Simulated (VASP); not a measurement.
# GaSb3 (Fm-3m) in VASP: further runs, part 2 of 2

VASP 6.6.1. The steps go on from the part before.

## Step 4: Single point, PBEsol, non-collinear spin, zero start, spin-orbit coupling

INCAR

```
SYSTEM = GaSb3
  ALGO = Normal
  EDIFF = 1E-7
  ENCUT = 520
  GGA = PS
  GGA_COMPAT = .False.
  ISIF = 2
  ISMEAR = -1
  LASPH = .True.
  LCHARG = .False.
  LORBIT = 11
  LORBMOM = .True.
  LREAL = .False.
  LSORBIT = .True.
  LWAVE = .False.
  MAGMOM = 0 0 0 0 0 0 0 0 0 0 0 0
  NBANDS = 42
  NELM = 150
  PREC = Accurate
  SIGMA = 0.05
```

KPOINTS

```
k-points
0
Gamma
  6 6 6
  0 0 0
```

POSCAR

```
GaSb3
1.0
    0.0000000000      3.7305950000      3.7305950000
    3.7305950000      0.0000000000      3.7305950000
    3.7305950000      3.7305950000      0.0000000000
Sb Ga
3 1
Direct
    0.5000000000      0.5000000000      0.5000000000
    0.7500000000      0.7500000000      0.7500000000
    0.2500000000      0.2500000000      0.2500000000
    0.0000000000      0.0000000000      0.0000000000
```

Potentials or basis: VASP PAW PBE potentials, release 64 (Sb, Ga_d).

Command:

```bash
$ cat potpaw_PBE.64/Sb/POTCAR potpaw_PBE.64/Ga_d/POTCAR > POTCAR
$ mpirun -np 1 vasp_ncl > vasp.out
```

OUTCAR:

```text
SYSTEM = GaSb3
   EDIFF = 1E-7
   ENCUT = 520
   GGA = PS
   ISIF = 2
   ISMEAR = -1
   LASPH = .True.
   LORBIT = 11
   LREAL = .False.
   LSORBIT = .True.
   NELM = 150
   PREC = Accurate

 ion  position               nearest neighbor table
   1  0.500  0.500  0.500-   3 3.23   3 3.23   3 3.23   2 3.23   3 3.23   2 3.23   2 3.23   2 3.23

   2  0.750  0.750  0.750-   1 3.23   1 3.23   1 3.23   1 3.23   4 3.23   4 3.23   4 3.23   4 3.23
                             3 3.73   3 3.73   3 3.73   3 3.73   3 3.73   3 3.73
   3  0.250  0.250  0.250-   4 3.23   4 3.23   4 3.23   1 3.23   4 3.23   1 3.23   1 3.23   1 3.23
                             2 3.73   2 3.73   2 3.73   2 3.73   2 3.73   2 3.73
   4  0.000  0.000  0.000-   2 3.23   2 3.23   2 3.23   2 3.23   3 3.23   3 3.23   3 3.23   3 3.23

  LATTYP: Found a face centered cubic cell.
 ALAT       =     7.4611900000

  Lattice vectors:

 A1 = (   0.0000000000,   3.7305950000,   3.7305950000)
 A2 = (   3.7305950000,   0.0000000000,   3.7305950000)
 A3 = (   3.7305950000,   3.7305950000,   0.0000000000)

Analysis of symmetry for initial positions (statically):
=====================================================================
 Subroutine PRICEL returns:
 Original cell was already a primitive cell.

 Routine SETGRP: Setting up the symmetry group for a
 face centered cubic supercell.

 Subroutine GETGRP returns: Found 48 space group operations
 (whereof 48 operations were pure point group operations)
 out of a pool of 48 trial point group operations.

The static configuration has the point symmetry O_h .

Analysis of symmetry for dynamics (positions and initial velocities):
=====================================================================
 Subroutine PRICEL returns:
 Original cell was already a primitive cell.

 Routine SETGRP: Setting up the symmetry group for a
 face centered cubic supercell.

 Subroutine GETGRP returns: Found 48 space group operations
 (whereof 48 operations were pure point group operations)
 out of a pool of 48 trial point group operations.

[... 906 lines left out ...]
  1         0.000   0.000   0.000
  2        -0.000   0.000  -0.000
  3         0.000   0.000   0.000
  4         0.000   0.000   0.000
 ----------------------------------------
            0.000   0.000   0.000

 orbital moment (z)

 # of ion     p       d       tot
 ----------------------------------------
  1         0.000  -0.000  -0.000
  2         0.000   0.000   0.000
  3         0.000   0.000   0.000
  4         0.000   0.000   0.000
 ----------------------------------------
            0.000   0.000   0.000

 Spin-Orbit-Coupling matrix elements

 Ion:    1  E_soc:     -0.1273699
 l=   1
     0.0000000    -0.0209963    -0.0209963
    -0.0209963     0.0000000    -0.0209963
    -0.0209963    -0.0209963     0.0000000
 l=   2
     0.0000000    -0.0000719     0.0000000    -0.0000719    -0.0001600
    -0.0000719     0.0000000    -0.0001200    -0.0000719    -0.0000400
     0.0000000    -0.0001200     0.0000000    -0.0001200     0.0000000
    -0.0000719    -0.0000719    -0.0001200     0.0000000    -0.0000400
    -0.0001600    -0.0000400     0.0000000    -0.0000400     0.0000000
 l=   3
     0.0000000     0.0000000     0.0000000     0.0000000     0.0000000     0.0000000     0.0000000
     0.0000000     0.0000000     0.0000000     0.0000000     0.0000000     0.0000000     0.0000000
     0.0000000     0.0000000     0.0000000     0.0000000     0.0000000     0.0000000     0.0000000
     0.0000000     0.0000000     0.0000000     0.0000000     0.0000000     0.0000000     0.0000000
[... 49 lines left out ...]
 l=   2
     0.0000000    -0.0001697     0.0000000    -0.0001697    -0.0006627
    -0.0001697     0.0000000    -0.0004970    -0.0001697    -0.0001657
     0.0000000    -0.0004970     0.0000000    -0.0004970     0.0000000
    -0.0001697    -0.0001697    -0.0004970     0.0000000    -0.0001657
    -0.0006627    -0.0001657     0.0000000    -0.0001657     0.0000000
 l=   3
     0.0000000     0.0000000     0.0000000     0.0000000     0.0000000     0.0000000     0.0000000
     0.0000000     0.0000000     0.0000000     0.0000000     0.0000000     0.0000000     0.0000000
     0.0000000     0.0000000     0.0000000     0.0000000     0.0000000     0.0000000     0.0000000
     0.0000000     0.0000000     0.0000000     0.0000000     0.0000000     0.0000000     0.0000000
     0.0000000     0.0000000     0.0000000     0.0000000     0.0000000     0.0000000     0.0000000
     0.0000000     0.0000000     0.0000000     0.0000000     0.0000000     0.0000000     0.0000000
     0.0000000     0.0000000     0.0000000     0.0000000     0.0000000     0.0000000     0.0000000

 total charge

# of ion       s       p       d       tot
------------------------------------------
    1        1.246   1.037   0.044   2.328
    2        1.237   1.072   0.033   2.343
    3        1.237   1.072   0.033   2.343
    4        1.076   0.420   9.942  11.438
--------------------------------------------------
tot          4.797   3.601  10.053  18.451

 magnetization (x)

# of ion       s       p       d       tot
------------------------------------------
    1        0.000   0.000   0.000   0.000
    2        0.000   0.000   0.000   0.000
    3        0.000   0.000   0.000   0.000
    4       -0.000   0.000  -0.000  -0.000
--------------------------------------------------
tot          0.000   0.000  -0.000   0.000

 magnetization (y)

# of ion       s       p       d       tot
------------------------------------------
    1        0.000   0.000   0.000   0.000
    2        0.000   0.000   0.000   0.000
    3        0.000   0.000   0.000   0.000
    4        0.000   0.000  -0.000   0.000
--------------------------------------------------
tot          0.000   0.000  -0.000   0.000

 magnetization (z)

# of ion       s       p       d       tot
------------------------------------------
    1       -0.000  -0.000  -0.000  -0.000
    2       -0.000  -0.000   0.000  -0.000
    3        0.000  -0.000   0.000   0.000
    4        0.000   0.000  -0.000  -0.000
--------------------------------------------------
tot         -0.000  -0.000  -0.000  -0.000
```

OSZICAR:

```text
N       E                     dE             d eps       ncg     rms          rms(c)
DAV:   1     0.197408441213E+03    0.19741E+03   -0.10967E+04  1426   0.140E+03
DAV:   2     0.105778193523E+02   -0.18683E+03   -0.17870E+03  1488   0.370E+02
DAV:   3    -0.151127188041E+02   -0.25691E+02   -0.24529E+02  1592   0.114E+02
DAV:   4    -0.164352568310E+02   -0.13225E+01   -0.12966E+01  1550   0.259E+01
DAV:   5    -0.164748605212E+02   -0.39604E-01   -0.39476E-01  1820   0.463E+00    0.367E+00
DAV:   6    -0.164420602158E+02    0.32800E-01   -0.65933E-02  1746   0.286E+00    0.203E+00
DAV:   7    -0.164344423205E+02    0.76179E-02   -0.13815E-02  1694   0.814E-01    0.118E+00
DAV:   8    -0.164326003497E+02    0.18420E-02   -0.22839E-03  1712   0.274E-01    0.144E-01
DAV:   9    -0.164324588707E+02    0.14148E-03   -0.41892E-04  1648   0.210E-01    0.481E-02
DAV:  10    -0.164324596718E+02   -0.80110E-06   -0.43448E-05  1606   0.440E-02    0.170E-02
DAV:  11    -0.164324598757E+02   -0.20382E-06   -0.28943E-06  1826   0.139E-02    0.783E-03
DAV:  12    -0.164324598719E+02    0.37076E-08   -0.42922E-07  1598   0.603E-03
   1 F= -.16432460E+02 E0= -.16413117E+02  d E =-.386855E-01  mag=     0.0000     0.0000     0.0000
```

stdout:

```text
POSCAR found type information on POSCAR SbGa
 POSCAR found :  2 types and       4 ions
 scaLAPACK will be used
 -----------------------------------------------------------------------------
|                                                                             |
|                                                                             |
|     You enforced a specific xc type in the INCAR file but a different       |
|     I HOPE YOU KNOW WHAT YOU ARE DOING!                                     |
|                                                                             |
 -----------------------------------------------------------------------------

 LDA part: xc-table for (Slater+PW92), standard interpolation
 POSCAR, INCAR and KPOINTS ok, starting setup
 FFT: planning ... GRIDC
 FFT: planning ... GRID_SOFT
 FFT: planning ... GRID
 WAVECAR not read
 entering main loop
```

Wall time 2.5 min (1 thread of Oxide Virtual Turin-like, shared host); peak memory 0.49 GiB.

Results:

```
Free energy                                           : -16.4325 eV
Pressure                                              : -3.3 GPa
Net moment                                            : 0.00 μB per cell
Valence electrons inside the program's atomic spheres : Sb 2.33, 2.34 (each value once); Ga 11.44
```

Moments on the atoms (μB; x, y, z):
```
Sb  0.00 0.00 0.00
Sb  0.00 0.00 0.00
Sb  0.00 0.00 0.00
Ga  0.00 0.00 0.00
```

Caveat: the cell stands under tension; the PAW data sets were made with another functional, which shifts forces and pressure a little.

## Step 5: Summary

```csv
level,spin,k mesh,smearing,grid for exact exchange (PRECFOCK),share of exact exchange,screening parameter,gap on the mesh (eV),pressure (GPa)
PBEsol,off,4 × 4 × 4,fermi-dirac 0.03 eV,-,-,-,none,-5.3
PBE-based screened hybrid with 50 % exact exchange,off,4 × 4 × 4,fermi-dirac 0.05 eV,Normal,0.5,0.20787 1/Å,none,-9.2
PBEsol,"non-collinear, zero start, SOC",6 × 6 × 6,fermi-dirac 0.05 eV,-,-,-,-,-3.3
```

Alike in all rows: task single point; potentials or basis VASP PAW PBE potentials, release 64 (Sb, Ga_d); cell as given; cutoff (eV) 520.

Caveats: some runs use coarse meshes; the PAW data sets were made with another functional, which shifts forces and pressure a little; spin-orbit coupling is left out, which moves the levels of the heavy elements (at least some runs); the cell stands under tension (at least some runs).

Absolute energies hang on the potentials; compare differences alone.
